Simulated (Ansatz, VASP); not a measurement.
# SnTe: VASP beside Ansatz

```xyz
4
Lattice="4.4440 0.0000 0.0000 -2.2220 3.8486 0.0000 0.0000 0.0000 7.8578" Properties=species:S:1:pos:R:3 pbc="T T T"
Sn    0.0000    0.0000    0.0000
Sn    0.0000    0.0000    3.9289
Te    0.0000    2.5658    1.9644
Te    2.2220    1.2829    5.8933
```

Alike in both runs: task relaxation of cell and atoms; functional PBE; k mesh 12 × 12 × 6; occupations gaussian, width 0.1 eV; no spin polarisation.

|  | VASP | Ansatz |
| --- | --- | --- |
| version | VASP 6.6.1 | Ansatz 0.2.0 |
| potentials or method | VASP PAW PBE potentials, release 64 (Sn_d, Te), cutoff 600 eV | scalar-relativistic, plane waves, PAW |
| valence electrons in the cell | 40 | 60 |

|  | VASP | Ansatz | Ansatz less VASP |
| --- | --- | --- | --- |
| gap on the k mesh at the Fermi level, each at its own relaxed structure (eV) | none | none | - |
| relaxed volume (Å³/atom) | 33.56 | 33.60 | +0.037 |
| relaxed length of the cell vector where the two differ most in proportion (Å) | 4.442 | 4.444 | +0.0023 |

A gap of «none» marks a metal or a gap that the smearing closes. VASP's potentials hold 40 valence electrons a cell and Ansatz's 60, so a difference there can come from the potentials and not from the codes.

Spin-orbit coupling is off throughout.
